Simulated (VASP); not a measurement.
A run of VASP 6.6.1:

Contents of INCAR:

```
SYSTEM = Ti
PREC = Accurate ; ENCUT = 400
EDIFF = 1E-8 ; ISMEAR = -1
SIGMA = 0.08 ; LREAL = .FALSE.
LASPH = .TRUE. ; NELM = 120
ALGO = Normal ; ISIF = 2
LWAVE = .FALSE. ; LCHARG = .FALSE.
GGA = PS ; LEFG = .TRUE.
NBANDS = 19 ; GGA_COMPAT = .FALSE.
```

The input KPOINTS:

```
regular mesh
0
G
  13 13 7
  0 0 0
```

POSCAR

```
Ti
1.0
    2.8614979246      0.0000000000      0.0000000000
   -1.4307489623      2.4781298956      0.0000000000
    0.0000000000      0.0000000000      4.6860000000
Ti
2
Direct
    0.3333333333      0.6666666667      0.2500000000
    0.6666666667      0.3333333333      0.7500000000
```

Potentials or basis: VASP PAW PBE potentials, release 64 (Ti_sv).

Run with:

```bash
$ cat potpaw_PBE.64/Ti_sv/POTCAR > POTCAR
$ mpirun -np 1 vasp_std > vasp.out
```

Hardware: 1 thread of AMD EPYC 9R45 96-Core Processor (Zen 5), with other jobs on the host.

Q: How long does it take, and how much memory?

A: It took 16 s on 1 thread of AMD EPYC 9R45 96-Core Processor (Zen 5) (shared host), peak memory 0.12 GiB. Counts: scf iterations 15, k points 84.
